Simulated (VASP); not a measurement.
# CsNiN (P-6m2) in VASP: a series of runs

CsNiN is run at these levels: PBE; tasks: single point.

Everything below comes from runs of VASP 6.6.1. Logs are shortened: lines on timing, memory, paths and dates and some standing lists are left out, and cuts for length are marked.

### Step 1. The cell of the first run

Symmetry: P-6m2, No. 187, hexagonal system. The conventional cell has a = 5.424 Å, b = 5.424 Å, c = 3.376 Å, α = 90.00°, β = 90.00°, γ = 120.00°. Cs (site symmetry -6m2) has 3 N at 3.13 Å and 2 Cs at 3.38 Å and 6 Ni at 3.56 Å within 4.1 Å. Ni (site symmetry -6m2) has 2 N at 1.69 Å within 2.2 Å. N (site symmetry -6m2) has 2 Ni at 1.69 Å within 2.2 Å.

### Step 2. Single point, PBE, collinear spin, ferromagnetic start

The input, INCAR:

```
SYSTEM = CsNiN
PREC     = Accurate       ! precision mode
ENCUT    = 520            ! plane-wave cutoff, eV
EDIFF    = 1E-6           ! SCF threshold, eV
ISMEAR   = -1             ! smearing method
SIGMA    = 0.05           ! smearing width, eV
LREAL    = .FALSE.        ! projectors in reciprocal space
LASPH    = .TRUE.         ! aspherical terms in the spheres
NELM     = 150            ! most SCF steps
ALGO     = Normal         ! electronic algorithm
ISIF     = 2              ! what is computed and relaxed
LWAVE    = .FALSE.        ! write WAVECAR
LCHARG   = .FALSE.        ! write CHGCAR
ISPIN    = 2              ! spin polarisation
MAGMOM   = 0 1 0          ! initial moments
LORBIT   = 11             ! projections on sites
LMAXMIX  = 4              ! l up to which the mixer works
GGA      = PE             ! functional
NBANDS   = 23             ! bands
```

The input, KPOINTS:

```
Automatic mesh
0
G
  6 6 8
  0 0 0
```

The input, POSCAR:

```
CsNiN
1.0
    5.4239349356      0.0000000000      0.0000000000
   -2.7119674679      4.6972654427      0.0000000000
    0.0000000000      0.0000000000      3.3762973187
Cs Ni N
1 1 1
Direct
    0.6666666667      0.3333333333      0.5000000000
    0.3333333333      0.6666666667      0.0000000000
    0.3333333333      0.6666666667      0.5000000000
```

Potentials or basis: VASP PAW PBE potentials, release 64 (Cs_sv, Ni, N).

Run with:

```
$ cat potpaw_PBE.64/Cs_sv/POTCAR potpaw_PBE.64/Ni/POTCAR potpaw_PBE.64/N/POTCAR > POTCAR
$ mpirun -np 1 vasp_std > vasp.out
```

OUTCAR:

```text
SYSTEM = CsNiN
   PREC = Accurate
   ENCUT = 520
   EDIFF = 1E-6
   ISMEAR = -1
   LREAL = .FALSE.
   LASPH = .TRUE.
   NELM = 150
   ISIF = 2
   ISPIN = 2
   LORBIT = 11
   GGA = PE

 ion  position               nearest neighbor table
   1  0.667  0.333  0.500-
   2  0.333  0.667  0.000-   3 1.69   3 1.69
   3  0.333  0.667  0.500-   2 1.69   2 1.69

  LATTYP: Found a hexagonal cell.
 ALAT       =     5.4239349356
 C/A-ratio  =     0.6224811615

  Lattice vectors:

 A1 = (   5.4239349356,   0.0000000000,   0.0000000000)
 A2 = (  -2.7119674679,   4.6972654427,   0.0000000000)
 A3 = (   0.0000000000,   0.0000000000,   3.3762973187)

Analysis of symmetry for initial positions (statically):
=====================================================================
 Subroutine PRICEL returns:
 Original cell was already a primitive cell.

 Routine SETGRP: Setting up the symmetry group for a
 hexagonal supercell.

 Subroutine GETGRP returns: Found 12 space group operations
 (whereof 12 operations were pure point group operations)
 out of a pool of 24 trial point group operations.

The static configuration has the point symmetry D_3h.

Analysis of symmetry for dynamics (positions and initial velocities):
=====================================================================
 Subroutine PRICEL returns:
 Original cell was already a primitive cell.

 Routine SETGRP: Setting up the symmetry group for a
 hexagonal supercell.

 Subroutine GETGRP returns: Found 12 space group operations
 (whereof 12 operations were pure point group operations)
 out of a pool of 24 trial point group operations.

The dynamic configuration has the point symmetry D_3h.

Analysis of structural, dynamic, and magnetic symmetry:
=====================================================================
 Subroutine PRICEL returns:
 Original cell was already a primitive cell.

 Routine SETGRP: Setting up the symmetry group for a
 hexagonal supercell.

 Subroutine GETGRP returns: Found 12 space group operations
 (whereof 12 operations were pure point group operations)
 out of a pool of 24 trial point group operations.

The overall configuration has the point symmetry D_3h.

 Subroutine INISYM returns: Found 12 space group operations
 (whereof 12 operations are pure point group operations),
 and found     1 'primitive' translations

----------------------------------------------------------------------------------------

                                     Primitive cell

  volume of cell :      86.0202

  direct lattice vectors                    reciprocal lattice vectors
     5.423934936  0.000000000  0.000000000     0.184367993  0.106444911  0.000000000
    -2.711967468  4.697265443  0.000000000     0.000000000  0.212889821  0.000000000
     0.000000000  0.000000000  3.376297319     0.000000000  0.000000000  0.296182447

  length of vectors
     5.423934936  5.423934936  3.376297319     0.212889821  0.212889821  0.296182447

  position of ions in fractional coordinates (direct lattice)
     0.666666667  0.333333333  0.500000000
     0.333333333  0.666666667  0.000000000
     0.333333333  0.666666667  0.500000000

  ion indices of the primitive-cell ions
   primitive index   ion index
                 1           1
                 2           2
                 3           3

----------------------------------------------------------------------------------------

 KPOINTS: Automatic mesh

Automatic generation of k-mesh.
 Grid dimensions read from file:
 generate k-points for:    6    6    8

 Generating k-lattice:

  Cartesian coordinates                     Fractional coordinates (reciprocal lattice)
     0.030727999  0.017740818  0.000000000     0.166666667  0.000000000  0.000000000
     0.000000000  0.035481637  0.000000000     0.000000000  0.166666667  0.000000000
     0.000000000  0.000000000  0.037022806     0.000000000  0.000000000  0.125000000

  Length of vectors
     0.035481637  0.035481637  0.037022806

  Shift w.r.t. Gamma in fractional coordinates (k-lattice)
     0.000000000  0.000000000  0.000000000

 Subroutine IBZKPT returns following result:
 ===========================================

 Found     35 irreducible k-points:

 Following reciprocal coordinates:
            Coordinates               Weight
  0.000000  0.000000  0.000000      1.000000
  0.166667 -0.000000  0.000000      6.000000
  0.333333 -0.000000  0.000000      6.000000
  0.500000 -0.000000  0.000000      3.000000
  0.166667  0.166667  0.000000      6.000000
  0.333333  0.166667  0.000000     12.000000
[... 16 lines left out ...]
  0.166667 -0.000000  0.375000     12.000000
  0.333333 -0.000000  0.375000     12.000000
 [... further k-points ...]
   k-points           NKPTS =     35   k-points in BZ     NKDIM =     35   number of bands    NBANDS=     23
   number of dos      NEDOS =    301   number of ions     NIONS =      3
   total plane-waves  NPLWV =  44800
   dimension x,y,z NGX =    40 NGY =   40 NGZ =   28
   dimension x,y,z NGXF=    80 NGYF=   80 NGZF=   56
   ions per type =               1   1   1
   NGX,Y,Z   is equivalent  to a cutoff of  12.26, 12.26, 13.79 a.u.
   NGXF,Y,Z  is equivalent  to a cutoff of  24.52, 24.52, 27.57 a.u.
 SYSTEM =  CsNiN
   PREC   = accura    normal or accurate (medium, high low for compatibility)
   ISTART =      0    job   : 0-new  1-cont  2-samecut
   ICHARG =      2    charge: 1-file 2-atom 10-const
   ISPIN  =      2    spin polarized calculation?
   LNONCOLLINEAR =      F non collinear calculations
   LSORBIT =      F    spin-orbit coupling
   LASPH  =      T    aspherical Exc in radial PAW
   ENCUT  =  520.0 eV  38.22 Ry    6.18 a.u.  10.08 10.08  6.28*2*pi/ulx,y,z
   NELM   =    150;   NELMIN=  2; NELMDL= -5     # of ELM steps
   EDIFF  = 0.1E-05   stopping-criterion for ELM
   LREAL  =      F    real-space projection
   EDIFFG = 0.1E-04   stopping-criterion for IOM
   NSW    =      0    number of steps for IOM
   IBRION =     -1    ionic relax: 0-MD 1-quasi-New 2-CG
   NFREE  =      0    steps in history (QN), initial steepest desc. (CG)
   ISIF   =      2    stress and relaxation
   ISYM   =      2    0-nonsym 1-usesym 2-fastsym
   POTIM  = 0.5000    time-step for ionic-motion
   TEBEG  =    0.0;   TEEND  =   0.0 temperature during run
   PSTRESS=    0.0 pullay stress
   NELECT =      24.0000    total number of electrons
   NUPDOWN=      -1.0000    fix difference up-down
   EMIN   =  10.00;   EMAX   =-10.00  energy-range for DOS
   EFERMI =   0.00;   METHOD = LEGACY
   ISMEAR =    -1;   SIGMA  =   0.05  broadening in eV -4-tet -1-fermi 0-gaus
   EFERMI_NEDOS =   21; number of points for ismear=-14 and -15
   IALGO  =     38    algorithm
   IMIX   =      4    mixing-type and parameters
     AMIX     =   0.40;   BMIX     =  1.00
     AMIX_MAG =   1.60;   BMIX_MAG =  1.00
  volume/ion in A,a.u.               =      28.67       193.50
  Fermi-wavevector in a.u.,A,eV,Ry     =   1.069741  2.021517 15.569759  1.144345
  Thomas-Fermi vector in A             =   2.205429
   LORBIT       =     11    0 simple, 1 ext, 2 COOP (PROOUT), +10 PAW based schemes
   GGA     = PE    functional components
   LHFCALC =     F    Hartree Fock is set to
   AEXX    =    0.0000 exact exchange contribution
   IVDW    =     0    specifies the selected vdW correction
   LEPSILON=     F    determine dielectric tensor
   LRPA    =     F    only Hartree local field effects (RPA)
 spin polarized calculation
  energy-cutoff  :      520.00
  volume of cell :       86.02
 maximum number of plane-waves:      2352
   NGX = 21   NGY = 21   NGZ = 13

 number of electron      24.0000008 magnetization       0.3489437

 Free energy of the ion-electron system (eV)
  ---------------------------------------------------
  ext. energy  EPLUGINS =         0.00000000
  ---------------------------------------------------
  free energy    TOTEN  =       -14.20875804 eV

  energy without entropy =      -14.19203908  energy(sigma->0) =      -14.20039856

 E-fermi :   1.7061     XC(G=0):  -7.8978

 val. band max:        1.7012246956   @ k =   0.5000  -0.0000   0.2500
 cond. band min:       1.7379114769   @ k =   0.3333  -0.0000   0.2500
 fundamental gap:      0.0366867813
 Fermi energy:         1.7061201650

 spin component 1

 k-point     1 :       0.0000    0.0000    0.0000
  band No.  band energies     occupation
      1     -20.4911      1.00000
      2     -12.7352      1.00000
      3      -7.2833      1.00000
      4      -7.2833      1.00000
      5      -5.7553      1.00000
      6      -0.7212      1.00000
[... 15 lines left out ...]
     22      10.7807      0.00000
     23      13.2536      0.00000

 k-point     2 :       0.1667   -0.0000    0.0000
  band No.  band energies     occupation
      1     -20.4881      1.00000
      2     -12.7569      1.00000
      3      -7.2995      1.00000
      4      -7.2658      1.00000
      5      -5.7528      1.00000
      6      -0.8149      1.00000
[... 15 lines left out ...]
     22      10.7519      0.00000
     23      13.0914      0.00000

 k-point     3 :       0.3333   -0.0000    0.0000
  band No.  band energies     occupation
      1     -20.4820      1.00000
      2     -12.7998      1.00000
      3      -7.3315      1.00000
      4      -7.2336      1.00000
      5      -5.7478      1.00000
      6      -0.8416      1.00000
[... 15 lines left out ...]
     22      11.4453      0.00000
     23      12.8347      0.00000
[... 495 lines left out ...]
 k-point    23 :       0.1667   -0.0000    0.3750
  band No.  band energies     occupation
      1     -20.0737      1.00000
      2     -11.7674      1.00000
      3      -8.4649      1.00000
      4      -6.8710      1.00000
      5      -6.8224      1.00000
      6      -4.4505      1.00000
[... 15 lines left out ...]
     22      12.7112      0.00000
     23      12.8197      0.00000

 k-point    24 :       0.3333   -0.0000    0.3750
  band No.  band energies     occupation
      1     -20.0688      1.00000
      2     -11.8141      1.00000
      3      -8.4462      1.00000
      4      -6.9032      1.00000
      5      -6.7605      1.00000
      6      -4.4622      1.00000
[... 15 lines left out ...]
     22      11.5221      0.00000
     23      12.8353      0.00000

 [... further k-points ...]

 spin component 2

 k-point     1 :       0.0000    0.0000    0.0000
  band No.  band energies     occupation
      1     -20.4866      1.00000
      2     -12.5822      1.00000
      3      -7.2744      1.00000
      4      -7.2744      1.00000
      5      -5.7520      1.00000
      6      -0.5507      1.00000
[... 15 lines left out ...]
     22      10.7895      0.00000
     23      13.2858      0.00000

 k-point     2 :       0.1667   -0.0000    0.0000
  band No.  band energies     occupation
      1     -20.4836      1.00000
      2     -12.6045      1.00000
      3      -7.2902      1.00000
      4      -7.2564      1.00000
      5      -5.7495      1.00000
      6      -0.6620      1.00000
[... 15 lines left out ...]
     22      10.7616      0.00000
     23      13.1265      0.00000

 k-point     3 :       0.3333   -0.0000    0.0000
  band No.  band energies     occupation
      1     -20.4777      1.00000
      2     -12.6484      1.00000
      3      -7.3214      1.00000
      4      -7.2232      1.00000
      5      -5.7445      1.00000
      6      -0.6833      1.00000
[... 15 lines left out ...]
     22      11.4913      0.00000
     23      12.8733      0.00000
[... 495 lines left out ...]
 k-point    23 :       0.1667   -0.0000    0.3750
  band No.  band energies     occupation
      1     -20.0691      1.00000
      2     -11.6026      1.00000
      3      -8.4623      1.00000
      4      -6.8598      1.00000
      5      -6.8115      1.00000
      6      -4.3777      1.00000
[... 15 lines left out ...]
     22      12.7477      0.00000
     23      12.8291      0.00000

 k-point    24 :       0.3333   -0.0000    0.3750
  band No.  band energies     occupation
      1     -20.0643      1.00000
      2     -11.6507      1.00000
      3      -8.4438      1.00000
      4      -6.8908      1.00000
      5      -6.7489      1.00000
      6      -4.3895      1.00000
[... 15 lines left out ...]
     22      11.5590      0.00000
     23      12.8572      0.00000

 [... further k-points ...]
[... 5 lines left out ...]
  --------------------------------------------------------------------------------------
  -------------------------------------------------------------------------------------
  Total        0.6027495      0.6027495      3.9712377     -0.0000000     -0.0000000      0.0000000
  in kB       11.2265729     11.2265729     73.9666942     -0.0000000     -0.0000000      0.0000000
  external PRESSURE =      32.1399467 kB  Pullay stress =       0.0000000 kB

 VOLUME and BASIS-vectors are now :
 -----------------------------------------------------------------------------
  energy-cutoff  :      520.00
  volume of cell :       86.02
      direct lattice vectors                 reciprocal lattice vectors
     5.423934936  0.000000000  0.000000000     0.184367993  0.106444911  0.000000000
    -2.711967468  4.697265443  0.000000000     0.000000000  0.212889821  0.000000000
     0.000000000  0.000000000  3.376297319     0.000000000  0.000000000  0.296182447

 POSITION                                       TOTAL-FORCE (eV/Angst)
 -----------------------------------------------------------------------------------
      2.71197      1.56576      1.68815        -0.000000      0.000000      0.000000
     -0.00000      3.13151      0.00000         0.000000      0.000000      0.000000
     -0.00000      3.13151      1.68815        -0.000000     -0.000000      0.000000
 -----------------------------------------------------------------------------------
    total drift:                                0.000001     -0.000000     -0.000000

  FREE ENERGIE OF THE ION-ELECTRON SYSTEM (eV)
  ---------------------------------------------------
  free  energy   TOTEN  =       -14.2087580447 eV

  energy  without entropy=      -14.1920390798  energy(sigma->0) =      -14.20039856

 total charge

# of ion       s       p       d       tot
------------------------------------------
    1        1.839   4.697   0.064   6.599
    2        0.657   0.684   8.348   9.689
    3        1.285   2.374   0.000   3.659
--------------------------------------------------
tot          3.781   7.754   8.412  19.947

 magnetization (x)

# of ion       s       p       d       tot
------------------------------------------
    1        0.000   0.003   0.002   0.005
    2       -0.001   0.013   0.182   0.195
    3        0.002   0.077   0.000   0.079
--------------------------------------------------
tot          0.001   0.093   0.184   0.278
```

Wall time 53 s (1 thread of Intel Xeon 6975P-C (Granite Rapids), shared host); peak memory 0.31 GiB.

Results:

```
Free energy                                           : -14.2088 eV
Pressure                                              : 3.2 GPa
Net moment                                            : 0.35 μB per cell
Site moments                                          : Cs +0.01; Ni +0.20; N +0.08 μB
Valence electrons inside the program's atomic spheres : Cs 6.60; Ni 9.69; N 3.66
```

Caveat: spin-orbit coupling is left out, which moves the levels of the heavy elements. With open d or f shells a metallic result of PBE can be an artefact of self-interaction; +U or a hybrid may open a gap.

### Step 3. Single point, PBE, collinear spin, ferromagnetic start

This run uses another cell than the first one, of 29.28 Å³/atom, 1.021 times its volume.

INCAR, as its differences from that of step 2:

```diff
@@ -6,4 +6,4 @@
 SIGMA    = 0.05           ! smearing width, eV
-LREAL    = .FALSE.        ! projectors in reciprocal space
-LASPH    = .TRUE.         ! aspherical terms in the spheres
+LREAL    = .False.        ! projectors in reciprocal space
+LASPH    = .True.         ! aspherical terms in the spheres
 NELM     = 150            ! most SCF steps
@@ -11,4 +11,4 @@
 ISIF     = 2              ! what is computed and relaxed
-LWAVE    = .FALSE.        ! write WAVECAR
-LCHARG   = .FALSE.        ! write CHGCAR
+LWAVE    = .False.        ! write WAVECAR
+LCHARG   = .False.        ! write CHGCAR
 ISPIN    = 2              ! spin polarisation
```

The input, KPOINTS:

```
regular mesh
0
Gamma
  6 6 8
  0 0 0
```

The input, POSCAR:

```
CsNiN
1.0
    5.4621329190      0.0000000000      0.0000000000
   -2.7310664596      4.7303458667      0.0000000000
    0.0000000000      0.0000000000      3.4000748438
Cs Ni N
1 1 1
Direct
    0.6666666667      0.3333333333      0.5000000000
    0.3333333333      0.6666666667      0.0000000000
    0.3333333333      0.6666666667      0.5000000000
```

Potentials or basis: VASP PAW PBE potentials, release 64 (Cs_sv, Ni, N).

Run with:

```
$ cat potpaw_PBE.64/Cs_sv/POTCAR potpaw_PBE.64/Ni/POTCAR potpaw_PBE.64/N/POTCAR > POTCAR
$ mpirun -np 1 vasp_std > vasp.out
```

Run time: 63 s. Hardware: 1 thread of Intel Xeon 6975P-C (Granite Rapids), shared host; peak memory 0.32 GiB.

Results (log left out):

* Free energy: -14.2392 eV
* Pressure: 2.1 GPa
* Net moment: 0.37 μB per cell
* Site moments: Cs +0.01; Ni +0.21; N +0.09 μB
* Valence electrons inside the program's atomic spheres: Cs 6.59; Ni 9.64; N 3.65

Stress tensor (GPa, compression positive):
```
0.75 0.00 0.00
0.00 0.75 0.00
0.00 0.00 4.72
```

Levels at points of the mesh, in eV from the Fermi level:
Spin up:
```csv
k point,band 9,band 10,band 11,band 12,band 13,band 14,band 15,band 16,band 17,band 18
"(0.00, 0.00, 0.00)",-2.19,-2.08,-2.08,-1.17,-1.17,2.12,3.45,5.09,5.09,8.26
"(0.50, 0.00, 0.00)",-2.07,-2.03,-1.75,-1.28,-1.22,2.62,3.35,4.73,5.66,6.08
"(0.00, 0.00, 0.50)",-1.25,-1.25,-0.89,1.29,1.29,3.03,3.03,4.72,6.15,6.15
"(0.50, 0.00, 0.50)",-1.29,-1.19,-1.16,1.29,1.43,2.32,2.83,5.40,6.03,7.11
```
Spin down:
```tsv
k point	band 7	band 8	band 9	band 10	band 11	band 12	band 13	band 14	band 15	band 16
(0.00, 0.00, 0.00)	-2.19	-2.12	-2.10	-1.75	-1.75	-1.03	-1.03	2.17	3.46	5.17
(0.50, 0.00, 0.00)	-2.15	-1.83	-1.75	-1.74	-1.64	-1.15	-1.08	2.65	3.37	4.81
(0.00, 0.00, 0.50)	-3.94	-3.94	-1.12	-1.12	-0.81	1.60	1.60	3.05	3.05	4.75
(0.50, 0.00, 0.50)	-3.98	-3.82	-1.21	-1.05	-1.02	1.61	1.74	2.33	2.85	5.43
```

Caveat: spin-orbit coupling is left out, which moves the levels of the heavy elements. With open d or f shells a metallic result of PBE can be an artefact of self-interaction; +U or a hybrid may open a gap.
